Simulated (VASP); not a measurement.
# PbS (rocksalt type) (Fm-3m) in VASP: notebook, part 2 of 2

VASP 6.6.1. The steps go on from the part before.

### Step 4. Single point, r2SCAN (17.06 Å³/atom)

This run uses another cell than the first one, of 17.06 Å³/atom.

POSCAR

```
PbS
1.0
    0.0000000000      2.5741681271      2.5741681271
    2.5741681271      0.0000000000      2.5741681271
    2.5741681271      2.5741681271      0.0000000000
Pb S
1 1
Direct
    0.0000000000      0.0000000000      0.0000000000
    0.5000000000      0.5000000000      0.5000000000
```

INCAR.step1

```
SYSTEM = PbS
  ALGO = Normal
  EDIFF = 1E-4
  ENCUT = 520
  GGA = PE
  ISMEAR = -1
  LASPH = .True.
  LCHARG = .False.
  LREAL = .False.
  LWAVE = .True.
  NBANDS = 17
  NELM = 100
  PREC = Accurate
  SIGMA = 0.05
```

INCAR.step2

```
SYSTEM = PbS
  ALGO = Normal
  EDIFF = 1E-6
  ENCUT = 520
  ISIF = 2
  ISMEAR = -1
  ISTART = 1
  LASPH = .True.
  LCHARG = .True.
  LELF = .True.
  LMIXTAU = .True.
  LREAL = .False.
  LVHAR = .True.
  LWAVE = .False.
  METAGGA = R2SCAN
  NBANDS = 17
  NELM = 100
  PREC = Accurate
  SIGMA = 0.05
```

KPOINTS

```
k-points
0
Gamma
  12 12 12
  0 0 0
```

Potentials or basis: VASP PAW PBE potentials, release 64 (Pb_d, S).

On the command line:

```console
$ cat potpaw_PBE.64/Pb_d/POTCAR potpaw_PBE.64/S/POTCAR > POTCAR
$ cp INCAR.step1 INCAR
$ mpirun -np 1 vasp_std > vasp.out
$ cp INCAR.step2 INCAR
$ mpirun -np 1 vasp_std > vasp.out
```

OUTCAR:

```text
SYSTEM = PbS
   EDIFF = 1E-6
   ENCUT = 520
   ISIF = 2
   ISMEAR = -1
   ISTART = 1
   LASPH = .True.
   LREAL = .False.
   METAGGA = R2SCAN
   NELM = 100
   PREC = Accurate

 ion  position               nearest neighbor table
   1  0.000  0.000  0.000-   2 2.57   2 2.57   2 2.57   2 2.57   2 2.57   2 2.57
   2  0.500  0.500  0.500-   1 2.57   1 2.57   1 2.57   1 2.57   1 2.57   1 2.57

  LATTYP: Found a face centered cubic cell.
 ALAT       =     5.1483362542

  Lattice vectors:

 A1 = (   0.0000000000,   2.5741681271,   2.5741681271)
 A2 = (   2.5741681271,   0.0000000000,   2.5741681271)
 A3 = (   2.5741681271,   2.5741681271,   0.0000000000)

Analysis of symmetry for initial positions (statically):
=====================================================================
 Subroutine PRICEL returns:
 Original cell was already a primitive cell.

 Routine SETGRP: Setting up the symmetry group for a
 face centered cubic supercell.

 Subroutine GETGRP returns: Found 48 space group operations
 (whereof 48 operations were pure point group operations)
 out of a pool of 48 trial point group operations.

The static configuration has the point symmetry O_h .

Analysis of symmetry for dynamics (positions and initial velocities):
=====================================================================
 Subroutine PRICEL returns:
 Original cell was already a primitive cell.

 Routine SETGRP: Setting up the symmetry group for a
 face centered cubic supercell.

 Subroutine GETGRP returns: Found 48 space group operations
 (whereof 48 operations were pure point group operations)
 out of a pool of 48 trial point group operations.

The dynamic configuration has the point symmetry O_h .

 Subroutine INISYM returns: Found 48 space group operations
 (whereof 48 operations are pure point group operations),
 and found     1 'primitive' translations

----------------------------------------------------------------------------------------

                                     Primitive cell

  volume of cell :      34.1146

  direct lattice vectors                    reciprocal lattice vectors
     0.000000000  2.574168127  2.574168127    -0.194237507  0.194237507  0.194237507
     2.574168127  0.000000000  2.574168127     0.194237507 -0.194237507  0.194237507
     2.574168127  2.574168127  0.000000000     0.194237507  0.194237507 -0.194237507

  length of vectors
     3.640423477  3.640423477  3.640423477     0.336429231  0.336429231  0.336429231

  position of ions in fractional coordinates (direct lattice)
     0.000000000  0.000000000  0.000000000
     0.500000000  0.500000000  0.500000000

  ion indices of the primitive-cell ions
   primitive index   ion index
                 1           1
                 2           2

----------------------------------------------------------------------------------------

 KPOINTS: k-points

Automatic generation of k-mesh.
 Grid dimensions read from file:
 generate k-points for:   12   12   12

 Generating k-lattice:

  Cartesian coordinates                     Fractional coordinates (reciprocal lattice)
    -0.016186459  0.016186459  0.016186459     0.083333333  0.000000000  0.000000000
     0.016186459 -0.016186459  0.016186459     0.000000000  0.083333333  0.000000000
     0.016186459  0.016186459 -0.016186459     0.000000000  0.000000000  0.083333333

  Length of vectors
     0.028035769  0.028035769  0.028035769

  Shift w.r.t. Gamma in fractional coordinates (k-lattice)
     0.000000000  0.000000000  0.000000000

 Subroutine IBZKPT returns following result:
 ===========================================

 Found     72 irreducible k-points:

 Following reciprocal coordinates:
            Coordinates               Weight
  0.000000  0.000000  0.000000      1.000000
  0.083333  0.000000  0.000000      8.000000
  0.166667  0.000000  0.000000      8.000000
  0.250000  0.000000  0.000000      8.000000
  0.333333  0.000000  0.000000      8.000000
  0.416667  0.000000  0.000000      8.000000
[... 16 lines left out ...]
  0.500000  0.166667  0.000000     24.000000
 -0.416667  0.166667  0.000000     24.000000
 [... further k-points ...]
   k-points           NKPTS =     72   k-points in BZ     NKDIM =     72   number of bands    NBANDS=     17
   number of dos      NEDOS =    301   number of ions     NIONS =      2
   total plane-waves  NPLWV =  21952
   dimension x,y,z NGX =    28 NGY =   28 NGZ =   28
   dimension x,y,z NGXF=    56 NGYF=   56 NGZF=   56
   ions per type =               1   1
   NGX,Y,Z   is equivalent  to a cutoff of  12.79, 12.79, 12.79 a.u.
   NGXF,Y,Z  is equivalent  to a cutoff of  25.57, 25.57, 25.57 a.u.
 SYSTEM =  PbS
   PREC   = accura    normal or accurate (medium, high low for compatibility)
   ISTART =      1    job   : 0-new  1-cont  2-samecut
   ICHARG =      0    charge: 1-file 2-atom 10-const
   ISPIN  =      1    spin polarized calculation?
   LNONCOLLINEAR =      F non collinear calculations
   LSORBIT =      F    spin-orbit coupling
   LASPH  =      T    aspherical Exc in radial PAW
   ENCUT  =  520.0 eV  38.22 Ry    6.18 a.u.   6.77  6.77  6.77*2*pi/ulx,y,z
   NELM   =    100;   NELMIN=  2; NELMDL=  0     # of ELM steps
   EDIFF  = 0.1E-05   stopping-criterion for ELM
   LREAL  =      F    real-space projection
   EDIFFG = 0.1E-04   stopping-criterion for IOM
   NSW    =      0    number of steps for IOM
   IBRION =     -1    ionic relax: 0-MD 1-quasi-New 2-CG
   NFREE  =      0    steps in history (QN), initial steepest desc. (CG)
   ISIF   =      2    stress and relaxation
   ISYM   =      2    0-nonsym 1-usesym 2-fastsym
   POTIM  = 0.5000    time-step for ionic-motion
   TEBEG  =    0.0;   TEEND  =   0.0 temperature during run
   PSTRESS=    0.0 pullay stress
   NELECT =      20.0000    total number of electrons
   NUPDOWN=      -1.0000    fix difference up-down
   EMIN   =  10.00;   EMAX   =-10.00  energy-range for DOS
   EFERMI =   0.00;   METHOD = LEGACY
   ISMEAR =    -1;   SIGMA  =   0.05  broadening in eV -4-tet -1-fermi 0-gaus
   EFERMI_NEDOS =   21; number of points for ismear=-14 and -15
   IALGO  =     38    algorithm
   IMIX   =      4    mixing-type and parameters
     AMIX     =   0.40;   BMIX     =  1.00
     AMIX_MAG =   1.60;   BMIX_MAG =  1.00
  volume/ion in A,a.u.               =      17.06       115.11
  Fermi-wavevector in a.u.,A,eV,Ry     =   1.370160  2.589227 25.542737  1.877338
  Thomas-Fermi vector in A             =   2.495971
   LORBIT       =      0    0 simple, 1 ext, 2 COOP (PROOUT), +10 PAW based schemes
   METAGGA = R2SCAN    functional components
   LHFCALC =     F    Hartree Fock is set to
   AEXX    =    0.0000 exact exchange contribution
   IVDW    =     0    specifies the selected vdW correction
   LEPSILON=     F    determine dielectric tensor
   LRPA    =     F    only Hartree local field effects (RPA)
 non-spin polarized calculation
  energy-cutoff  :      520.00
  volume of cell :       34.11
 maximum number of plane-waves:       941
   NGX = 13   NGY = 13   NGZ = 13

 number of electron      19.9999996 magnetization

 Free energy of the ion-electron system (eV)
  ---------------------------------------------------
  ext. energy  EPLUGINS =         0.00000000
  ---------------------------------------------------
  free energy    TOTEN  =       -62.94486548 eV

  energy without entropy =      -62.94223635  energy(sigma->0) =      -62.94355092

 E-fermi :  12.5239     XC(G=0): -12.6215

 val. band max:       12.4705418253   @ k =  -0.3333   0.0833   0.0000
 cond. band min:      12.5863271463   @ k =  -0.4167   0.0833   0.0000
 fundamental gap:      0.1157853210
 Fermi energy:        12.5239441620

 k-point     1 :       0.0000    0.0000    0.0000
  band No.  band energies     occupation
      1      -6.6454      2.00000
      2      -6.2651      2.00000
      3      -6.2651      2.00000
      4      -6.2463      2.00000
      5      -6.2463      2.00000
      6      -6.2463      2.00000
[... 9 lines left out ...]
     16      19.6379      0.00000
     17      20.0367      0.00000
[... 441 lines left out ...]
 k-point    24 :      -0.4167    0.1667    0.0000
  band No.  band energies     occupation
      1      -6.7207      2.00000
      2      -6.4083      2.00000
      3      -6.2660      2.00000
      4      -6.1125      2.00000
      5      -6.0380      2.00000
      6      -3.3830      2.00000
[... 9 lines left out ...]
     16      23.4152      0.00000
     17      25.5569      0.00000

 [... further k-points ...]

------------------------ aborting loop because EDIFF is reached ----------------------------------------

  FORCE on cell =-STRESS in cart. coord.  units (eV):
  Direction    XX          YY          ZZ          XY          YZ          ZX
  --------------------------------------------------------------------------------------
  -------------------------------------------------------------------------------------
  Total       13.7447801     13.7447801     13.7447801      0.0000000     -0.0000000      0.0000000
  in kB      645.5169581    645.5169581    645.5169581      0.0000000     -0.0000000      0.0000000
  external PRESSURE =     645.5169581 kB  Pullay stress =       0.0000000 kB

 VOLUME and BASIS-vectors are now :
 -----------------------------------------------------------------------------
  energy-cutoff  :      520.00
  volume of cell :       34.11
      direct lattice vectors                 reciprocal lattice vectors
     0.000000000  2.574168127  2.574168127    -0.194237507  0.194237507  0.194237507
     2.574168127  0.000000000  2.574168127     0.194237507 -0.194237507  0.194237507
     2.574168127  2.574168127  0.000000000     0.194237507  0.194237507 -0.194237507

 POSITION                                       TOTAL-FORCE (eV/Angst)
 -----------------------------------------------------------------------------------
      0.00000      0.00000      0.00000        -0.000000     -0.000000      0.000000
      2.57417      2.57417      2.57417         0.000000      0.000000     -0.000000
 -----------------------------------------------------------------------------------
    total drift:                               -0.000000      0.000000      0.000000

  FREE ENERGIE OF THE ION-ELECTRON SYSTEM (eV)
  ---------------------------------------------------
  free  energy   TOTEN  =       -62.9448654810 eV

  energy  without entropy=      -62.9422363524  energy(sigma->0) =      -62.94355092
```

It took 3.3 min on 1 thread of Intel Xeon 8259CL, shared host; peak memory 0.19 GiB.

What came out:

* Free energy: -62.9449 eV
* Pressure: 64.6 GPa
* Band gap on the k mesh: 0.12 eV (least direct gap 0.39 eV)

Caveat: the cell stands under pressure; the PAW data sets were made with another functional, which shifts forces and pressure a little; spin-orbit coupling is left out, which moves the levels of the heavy elements. A k mesh can miss the band edges.

### Step 5. Single point, r2SCAN (19.19 Å³/atom)

This run uses another cell than the first one, of 19.19 Å³/atom.

POSCAR

```
PbS
1.0
    0.0000000000      2.6772427395      2.6772427395
    2.6772427395      0.0000000000      2.6772427395
    2.6772427395      2.6772427395      0.0000000000
Pb S
1 1
Direct
    0.0000000000      0.0000000000      0.0000000000
    0.5000000000      0.5000000000      0.5000000000
```

INCAR.step1

```
  PREC = Accurate
  ENCUT = 520
  ISMEAR = -1
  SIGMA = 0.05
  LREAL = False
  LASPH = True
  NELM = 100
  NBANDS = 17
  GGA = PE
  ALGO = Normal
  EDIFF = 1E-4
  LWAVE = True
  LCHARG = False
```

INCAR.step2

```
  PREC = Accurate
  ENCUT = 520
  EDIFF = 1E-7
  ISMEAR = -1
  SIGMA = 0.05
  LREAL = False
  LASPH = True
  NELM = 100
  ALGO = Normal
  ISIF = 2
  LWAVE = False
  LCHARG = False
  METAGGA = R2SCAN
  LMIXTAU = True
  NBANDS = 17
  ISTART = 1
```

KPOINTS

```
Automatic mesh
0
Gamma
  12 12 12
```

Potentials or basis: VASP PAW PBE potentials, release 64 (Pb_d, S).

On the command line:

```console
$ cat potpaw_PBE.64/Pb_d/POTCAR potpaw_PBE.64/S/POTCAR > POTCAR
$ cp INCAR.step1 INCAR
$ mpirun -np 1 vasp_std > vasp.out
$ cp INCAR.step2 INCAR
$ mpirun -np 1 vasp_std > vasp.out
```

OUTCAR:

```text
PREC = Accurate
   ENCUT = 520
   EDIFF = 1E-7
   ISMEAR = -1
   LREAL = False
   LASPH = True
   NELM = 100
   ISIF = 2
   METAGGA = R2SCAN
   ISTART = 1

 ion  position               nearest neighbor table
   1  0.000  0.000  0.000-   2 2.68   2 2.68   2 2.68   2 2.68   2 2.68   2 2.68
   2  0.500  0.500  0.500-   1 2.68   1 2.68   1 2.68   1 2.68   1 2.68   1 2.68

  LATTYP: Found a face centered cubic cell.
 ALAT       =     5.3544854790

  Lattice vectors:

 A1 = (   0.0000000000,   2.6772427395,   2.6772427395)
 A2 = (   2.6772427395,   0.0000000000,   2.6772427395)
 A3 = (   2.6772427395,   2.6772427395,   0.0000000000)

Analysis of symmetry for initial positions (statically):
=====================================================================
 Subroutine PRICEL returns:
 Original cell was already a primitive cell.

 Routine SETGRP: Setting up the symmetry group for a
 face centered cubic supercell.

 Subroutine GETGRP returns: Found 48 space group operations
[... 159 lines left out ...]
  ---------------------------------------------------
  free energy    TOTEN  =       -64.27971877 eV

  energy without entropy =      -64.27938555  energy(sigma->0) =      -64.27955216

 E-fermi :  10.4249     XC(G=0): -11.9209

 val. band max:       10.2143740496   @ k =  -0.3333   0.0833   0.0000
 cond. band min:      10.6148707780   @ k =  -0.4167   0.0833   0.0000
 fundamental gap:      0.4004967283
 Fermi energy:        10.4249262844

 k-point     1 :       0.0000    0.0000    0.0000
  band No.  band energies     occupation
      1      -7.8749      2.00000
      2      -7.8749      2.00000
      3      -7.8688      2.00000
      4      -7.8688      2.00000
      5      -7.8688      2.00000
      6      -7.2095      2.00000
[... 457 lines left out ...]
      4      -7.7727      2.00000
      5      -7.7295      2.00000
      6      -4.6031      2.00000
[... 9 lines left out ...]
     16      20.9135      0.00000
     17      23.0577      0.00000

 [... further k-points ...]

------------------------ aborting loop because EDIFF is reached ----------------------------------------

  FORCE on cell =-STRESS in cart. coord.  units (eV):
  Direction    XX          YY          ZZ          XY          YZ          ZX
  --------------------------------------------------------------------------------------
  -------------------------------------------------------------------------------------
  Total        9.0260917      9.0260917      9.0260917     -0.0000000     -0.0000000     -0.0000000
  in kB      376.8053649    376.8053649    376.8053649     -0.0000000     -0.0000000     -0.0000000
  external PRESSURE =     376.8053649 kB  Pullay stress =       0.0000000 kB

 VOLUME and BASIS-vectors are now :
 -----------------------------------------------------------------------------
  energy-cutoff  :      520.00
  volume of cell :       38.38
      direct lattice vectors                 reciprocal lattice vectors
     0.000000000  2.677242740  2.677242740    -0.186759307  0.186759307  0.186759307
     2.677242740  0.000000000  2.677242740     0.186759307 -0.186759307  0.186759307
     2.677242740  2.677242740  0.000000000     0.186759307  0.186759307 -0.186759307

 POSITION                                       TOTAL-FORCE (eV/Angst)
 -----------------------------------------------------------------------------------
      0.00000      0.00000      0.00000         0.000000      0.000000     -0.000000
      2.67724      2.67724      2.67724         0.000000     -0.000000      0.000000
 -----------------------------------------------------------------------------------
    total drift:                                0.000000      0.000000      0.000000

  FREE ENERGIE OF THE ION-ELECTRON SYSTEM (eV)
  ---------------------------------------------------
  free  energy   TOTEN  =       -64.2797187738 eV

  energy  without entropy=      -64.2793855524  energy(sigma->0) =      -64.27955216
```

OUTCAR.step1:

```text
PREC = Accurate
   ENCUT = 520
   ISMEAR = -1
   LREAL = False
   LASPH = True
[... 700 lines left out ...]
      0.00000      0.00000      0.00000        -0.000000      0.000000     -0.000000
      2.67724      2.67724      2.67724         0.000000     -0.000000      0.000000
 -----------------------------------------------------------------------------------
    total drift:                                0.000000      0.000000      0.000000

  FREE ENERGIE OF THE ION-ELECTRON SYSTEM (eV)
  ---------------------------------------------------
  free  energy   TOTEN  =        -7.3827621043 eV

  energy  without entropy=       -7.3817289985  energy(sigma->0) =       -7.38224555
```

It took 3.1 min on 1 thread of Intel Xeon 8259CL, shared host; peak memory 0.2 GiB.

Results:

```yaml
Free_energy: -64.2797 eV
Pressure: 37.7 GPa
Band_gap_on_the_k_mesh: 0.40 eV (least direct gap 0.44 eV)
```

Levels at points of the mesh, in eV from the valence-band top:
```
           k point  band 8  band 9  band 10  band 11  band 12  band 13
(0.00, 0.00, 0.00)   -3.92   -3.92    -3.92     6.44     6.44     6.44
(0.50, 0.00, 0.00)   -3.07   -3.07    -0.11     1.07     1.42     1.42
(0.50, 0.50, 0.00)   -7.77   -5.78    -5.78     2.88     7.46     7.72
```

Caveat: the cell stands under pressure; the PAW data sets were made with another functional, which shifts forces and pressure a little; spin-orbit coupling is left out, which moves the levels of the heavy elements. A k mesh can miss the band edges.

### Step 6. Overview

| cell | gap on the mesh (eV) | pressure (GPa) |
| --- | --- | --- |
| a = 3.461 Å, angles 60.0°, 2 atoms | none | 116.5 |
| a = 3.640 Å, angles 60.0°, 2 atoms | 0.12 | 64.6 |
| a = 3.786 Å, angles 60.0°, 2 atoms | 0.40 | 37.7 |

Alike in all rows: task single point; level r2SCAN; potentials or basis VASP PAW PBE potentials, release 64 (Pb_d, S); no spin polarisation; k mesh 12 × 12 × 12; cutoff (eV) 520; smearing fermi-dirac 0.05 eV.

Caveats: the cell stands under pressure; the PAW data sets were made with another functional, which shifts forces and pressure a little; spin-orbit coupling is left out, which moves the levels of the heavy elements.

Total energies depend on the potentials used, so only differences within one code and one set of settings carry meaning.

The gap in the log of VASP goes by the Fermi energy; the results here count the filled bands.